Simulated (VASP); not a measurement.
# Cu (Cmcm) in VASP: further runs

The runs below take Cu through single point, with r2SCAN.

Everything below comes from runs of VASP 6.6.1. Logs are shortened: lines on timing, memory, paths and dates and some standing lists are left out, and cuts for length are marked.

### 1 The cell of the first run

The structure is orthorhombic, space group Cmcm (No. 63). Conventional cell: a = 2.477 Å, b = 8.083 Å, c = 2.516 Å, α = 90.00°, β = 90.00°, γ = 90.00°. Cu (site symmetry m2m) has 10 Cu at 2.48 to 2.58 Å within 3.3 Å.

### 2 Single point, r2SCAN

Input file POSCAR:

```
Cu
1.0
    1.2384423705     -4.0415761125      0.0000000000
    1.2384423705      4.0415761125      0.0000000000
    0.0000000000      0.0000000000      2.5160851157
Cu
2
Direct
    0.1338670000      0.8661330000      0.2500000000
    0.8661330000      0.1338670000      0.7500000000
```

Input file INCAR.step1:

```
SYSTEM = Cu
PREC = Accurate
ENCUT = 520
ISMEAR = 1
SIGMA = 0.02
LREAL = .False.
LASPH = .True.
NELM = 80
NBANDS = 18
GGA = PE
ALGO = Normal
EDIFF = 1E-4
LWAVE = .True.
LCHARG = .False.
```

Input file INCAR.step2:

```
SYSTEM = Cu
PREC = Accurate
ENCUT = 520
EDIFF = 1E-6
ISMEAR = 1
SIGMA = 0.02
LREAL = .False.
LASPH = .True.
NELM = 80
ALGO = Normal
ISIF = 2
LWAVE = .False.
LCHARG = .True.
METAGGA = R2SCAN
LMIXTAU = .True.
LELF = .True.
LVHAR = .True.
NBANDS = 18
ISTART = 1
```

Input file KPOINTS:

```
Automatic mesh
0
Gamma
  12 12 12
  0 0 0
```

Potentials or basis: VASP PAW PBE potentials, release 64 (Cu).

Command:

```console
$ cat potpaw_PBE.64/Cu/POTCAR > POTCAR
$ cp INCAR.step1 INCAR
$ mpirun -np 1 vasp_std > vasp.out
$ cp INCAR.step2 INCAR
$ mpirun -np 1 vasp_std > vasp.out
```

OUTCAR:

```text
SYSTEM = Cu
   PREC = Accurate
   ENCUT = 520
   EDIFF = 1E-6
   ISMEAR = 1
   LREAL = .False.
   LASPH = .True.
   NELM = 80
   ISIF = 2
   METAGGA = R2SCAN
   ISTART = 1

 ion  position               nearest neighbor table
   1  0.134  0.866  0.250-   2 2.50   2 2.50   2 2.58   2 2.58   2 2.58   2 2.58
   2  0.866  0.134  0.750-   1 2.50   1 2.50   1 2.58   1 2.58   1 2.58   1 2.58

  LATTYP: Found a base centered orthorhombic cell.
 ALAT       =     2.4768847410
 B/A-ratio  =     3.2634349476
 C/A-ratio  =     1.0158264832

  Lattice vectors:

 A1 = (   1.2384423705,  -4.0415761125,   0.0000000000)
 A2 = (   1.2384423705,   4.0415761125,   0.0000000000)
 A3 = (   0.0000000000,   0.0000000000,   2.5160851157)

Analysis of symmetry for initial positions (statically):
=====================================================================
 Subroutine PRICEL returns:
 Original cell was already a primitive cell.

 Routine SETGRP: Setting up the symmetry group for a
 base centered orthorhombic supercell.

 Subroutine GETGRP returns: Found  8 space group operations
 (whereof  4 operations were pure point group operations)
 out of a pool of  8 trial point group operations.

The static configuration has the point symmetry C_2h.
 The point group associated with its full space group is D_2h.

Analysis of symmetry for dynamics (positions and initial velocities):
=====================================================================
 Subroutine PRICEL returns:
 Original cell was already a primitive cell.

 Routine SETGRP: Setting up the symmetry group for a
 base centered orthorhombic supercell.

 Subroutine GETGRP returns: Found  8 space group operations
 (whereof  4 operations were pure point group operations)
 out of a pool of  8 trial point group operations.

The dynamic configuration has the point symmetry C_2h.
 The point group associated with its full space group is D_2h.

 Subroutine INISYM returns: Found  8 space group operations
 (whereof  4 operations are pure point group operations),
 and found     1 'primitive' translations

----------------------------------------------------------------------------------------

                                     Primitive cell

  volume of cell :      25.1873

  direct lattice vectors                    reciprocal lattice vectors
     1.238442371 -4.041576112  0.000000000     0.403732957 -0.123714112  0.000000000
     1.238442371  4.041576112  0.000000000     0.403732957  0.123714112  0.000000000
     0.000000000  0.000000000  2.516085116     0.000000000  0.000000000  0.397442834

  length of vectors
     4.227064818  4.227064818  2.516085116     0.422262338  0.422262338  0.397442834

  position of ions in fractional coordinates (direct lattice)
     0.133867000  0.866133000  0.250000000
     0.866133000  0.133867000  0.750000000

  ion indices of the primitive-cell ions
   primitive index   ion index
                 1           1
                 2           2

----------------------------------------------------------------------------------------

 KPOINTS: Automatic mesh

Automatic generation of k-mesh.
 Grid dimensions read from file:
 generate k-points for:   12   12   12

 Generating k-lattice:

  Cartesian coordinates                     Fractional coordinates (reciprocal lattice)
     0.033644413 -0.010309509  0.000000000     0.083333333 -0.000000000  0.000000000
     0.033644413  0.010309509  0.000000000    -0.000000000  0.083333333  0.000000000
     0.000000000  0.000000000  0.033120236     0.000000000  0.000000000  0.083333333

  Length of vectors
     0.035188528  0.035188528  0.033120236

  Shift w.r.t. Gamma in fractional coordinates (k-lattice)
     0.000000000  0.000000000  0.000000000

 Subroutine IBZKPT returns following result:
 ===========================================

 Found    301 irreducible k-points:

 Following reciprocal coordinates:
            Coordinates               Weight
  0.000000  0.000000  0.000000      1.000000
  0.083333 -0.000000  0.000000      4.000000
  0.166667 -0.000000  0.000000      4.000000
  0.250000  0.000000  0.000000      4.000000
  0.333333  0.000000  0.000000      4.000000
  0.416667  0.000000  0.000000      4.000000
[... 16 lines left out ...]
  0.500000  0.166667  0.000000      4.000000
 -0.416667  0.166667  0.000000      4.000000
 [... further k-points ...]
   k-points           NKPTS =    301   k-points in BZ     NKDIM =    301   number of bands    NBANDS=     18
   number of dos      NEDOS =    301   number of ions     NIONS =      2
   total plane-waves  NPLWV =  20480
   dimension x,y,z NGX =    32 NGY =   32 NGZ =   20
   dimension x,y,z NGXF=    64 NGYF=   64 NGZF=   40
   ions per type =               2
   NGX,Y,Z   is equivalent  to a cutoff of  12.59, 12.59, 13.21 a.u.
   NGXF,Y,Z  is equivalent  to a cutoff of  25.17, 25.17, 26.43 a.u.
 SYSTEM =  Cu
   PREC   = accura    normal or accurate (medium, high low for compatibility)
   ISTART =      1    job   : 0-new  1-cont  2-samecut
   ICHARG =      0    charge: 1-file 2-atom 10-const
   ISPIN  =      1    spin polarized calculation?
   LNONCOLLINEAR =      F non collinear calculations
   LSORBIT =      F    spin-orbit coupling
   LASPH  =      T    aspherical Exc in radial PAW
   ENCUT  =  520.0 eV  38.22 Ry    6.18 a.u.   7.86  7.86  4.68*2*pi/ulx,y,z
   NELM   =     80;   NELMIN=  2; NELMDL=  0     # of ELM steps
   EDIFF  = 0.1E-05   stopping-criterion for ELM
   LREAL  =      F    real-space projection
   EDIFFG = 0.1E-04   stopping-criterion for IOM
   NSW    =      0    number of steps for IOM
   IBRION =     -1    ionic relax: 0-MD 1-quasi-New 2-CG
   NFREE  =      0    steps in history (QN), initial steepest desc. (CG)
   ISIF   =      2    stress and relaxation
   ISYM   =      2    0-nonsym 1-usesym 2-fastsym
   POTIM  = 0.5000    time-step for ionic-motion
   TEBEG  =    0.0;   TEEND  =   0.0 temperature during run
   PSTRESS=    0.0 pullay stress
   NELECT =      22.0000    total number of electrons
   NUPDOWN=      -1.0000    fix difference up-down
   EMIN   =  10.00;   EMAX   =-10.00  energy-range for DOS
   EFERMI =   0.00;   METHOD = LEGACY
   ISMEAR =     1;   SIGMA  =   0.02  broadening in eV -4-tet -1-fermi 0-gaus
   EFERMI_NEDOS =   21; number of points for ismear=-14 and -15
   IALGO  =     38    algorithm
   IMIX   =      4    mixing-type and parameters
     AMIX     =   0.40;   BMIX     =  1.00
     AMIX_MAG =   1.60;   BMIX_MAG =  1.00
  volume/ion in A,a.u.               =      12.59        84.99
  Fermi-wavevector in a.u.,A,eV,Ry     =   1.564907  2.957245 33.319753  2.448933
  Thomas-Fermi vector in A             =   2.667461
   LORBIT       =      0    0 simple, 1 ext, 2 COOP (PROOUT), +10 PAW based schemes
   METAGGA = R2SCAN    functional components
   LHFCALC =     F    Hartree Fock is set to
   AEXX    =    0.0000 exact exchange contribution
   IVDW    =     0    specifies the selected vdW correction
   LEPSILON=     F    determine dielectric tensor
   LRPA    =     F    only Hartree local field effects (RPA)
 non-spin polarized calculation
 Methfessel and Paxton  Order N= 1 SIGMA  =   0.02
  energy-cutoff  :      520.00
  volume of cell :       25.19
 maximum number of plane-waves:       700
   NGX = 15   NGY = 15   NGZ =  9

 number of electron      21.9999999 magnetization

 Free energy of the ion-electron system (eV)
  ---------------------------------------------------
  ext. energy  EPLUGINS =         0.00000000
  ---------------------------------------------------
  free energy    TOTEN  =       -21.32515589 eV

  energy without entropy =      -21.32516983  energy(sigma->0) =      -21.32516054

 E-fermi :   6.6718     XC(G=0): -13.2504

 val. band max:        6.6440062034   @ k =   0.4167   0.2500   0.1667
 cond. band min:       6.6803523869   @ k =   0.5000   0.3333   0.3333
 fundamental gap:      0.0363461835
 Fermi energy:         6.6718300407

 k-point     1 :       0.0000    0.0000    0.0000
  band No.  band energies     occupation
      1      -2.5182      2.00000
      2       1.7941      2.00000
      3       2.5288      2.00000
      4       2.9833      2.00000
      5       3.6561      2.00000
      6       3.8932      2.00000
[... 10 lines left out ...]
     17      26.2998      0.00000
     18      28.4492      0.00000

 k-point     2 :       0.0833   -0.0000    0.0000
  band No.  band energies     occupation
      1      -2.3174      2.00000
      2       1.8663      2.00000
      3       2.6006      2.00000
      4       3.0503      2.00000
      5       3.6773      2.00000
      6       3.8855      2.00000
[... 10 lines left out ...]
     17      26.9383      0.00000
     18      30.3941      0.00000

 k-point     3 :       0.1667   -0.0000    0.0000
  band No.  band energies     occupation
      1      -1.7287      2.00000
      2       2.0470      2.00000
      3       2.7934      2.00000
      4       3.2273      2.00000
      5       3.6838      2.00000
      6       3.7338      2.00000
[... 10 lines left out ...]
     17      27.2669      0.00000
     18      30.8277      0.00000

 k-point     4 :       0.2500    0.0000    0.0000
  band No.  band energies     occupation
      1      -0.8028      2.00000
      2       2.2456      2.00000
      3       3.0180      2.00000
      4       3.1016      2.00000
      5       3.6357      2.00000
      6       3.8033      2.00000
[... 375 lines left out ...]
      4       3.4717      2.00000
      5       3.5023      2.00000
      6       3.8640      2.00000
[... 10 lines left out ...]
     17      28.6423      0.00000
     18      28.6736      0.00000

 k-point    23 :       0.5000    0.1667    0.0000
  band No.  band energies     occupation
      1       0.8679      2.00000
      2       2.0304      2.00000
      3       3.0661      2.00000
      4       3.2290      2.00000
      5       3.5411      2.00000
      6       3.9453      2.00000
[... 10 lines left out ...]
     17      26.6838      0.00000
     18      28.3933      0.00000

 k-point    24 :      -0.4167    0.1667    0.0000
  band No.  band energies     occupation
      1      -0.2084      2.00000
      2       2.0177      2.00000
      3       2.8863      2.00000
      4       3.1084      2.00000
      5       3.5296      2.00000
      6       3.9479      2.00000
[... 10 lines left out ...]
     17      27.4163      0.00000
     18      28.2519      0.00000

 [... further k-points ...]
[... 5 lines left out ...]
  --------------------------------------------------------------------------------------
  -------------------------------------------------------------------------------------
  Total       -0.8155510     -1.0299158     -0.7986134      0.0000000     -0.0000000      0.0000000
  in kB      -51.8775954    -65.5134393    -50.8001831      0.0000000     -0.0000000      0.0000000
  external PRESSURE =     -56.0637393 kB  Pullay stress =       0.0000000 kB

 VOLUME and BASIS-vectors are now :
 -----------------------------------------------------------------------------
  energy-cutoff  :      520.00
  volume of cell :       25.19
      direct lattice vectors                 reciprocal lattice vectors
     1.238442371 -4.041576112  0.000000000     0.403732957 -0.123714112  0.000000000
     1.238442371  4.041576112  0.000000000     0.403732957  0.123714112  0.000000000
     0.000000000  0.000000000  2.516085116     0.000000000  0.000000000  0.397442834

 POSITION                                       TOTAL-FORCE (eV/Angst)
 -----------------------------------------------------------------------------------
      1.23844      2.95951      0.62902         0.000000     -0.061058      0.000000
      1.23844     -2.95951      1.88706         0.000000      0.061058     -0.000000
 -----------------------------------------------------------------------------------
    total drift:                                0.000000     -0.000000      0.000000

  FREE ENERGIE OF THE ION-ELECTRON SYSTEM (eV)
  ---------------------------------------------------
  free  energy   TOTEN  =       -21.3251558929 eV

  energy  without entropy=      -21.3251698339  energy(sigma->0) =      -21.32516054
```

It took 3.4 min on 1 thread of Intel Xeon 6975P-C (Granite Rapids), shared host; peak memory 0.24 GiB.

Results:

```
Free energy            : -21.3252 eV
Pressure               : -5.6 GPa
Largest force          : 0.061 eV/Å
Band gap on the k mesh : zero (band 11 reaches 10.67 eV, above the bottom of band 12 at 4.92 eV)
```

Forces in eV/Å, atoms in the order of the input:
```
Cu   0.000 -0.061  0.000
Cu   0.000  0.061  0.000
```

Stress tensor (GPa, compression positive):
```
-5.19  0.00  0.00
 0.00 -6.55  0.00
 0.00  0.00 -5.08
```

Caveat: the PAW data sets were made with another functional, which shifts forces and pressure a little.

(Continued in part 2 of 2.)
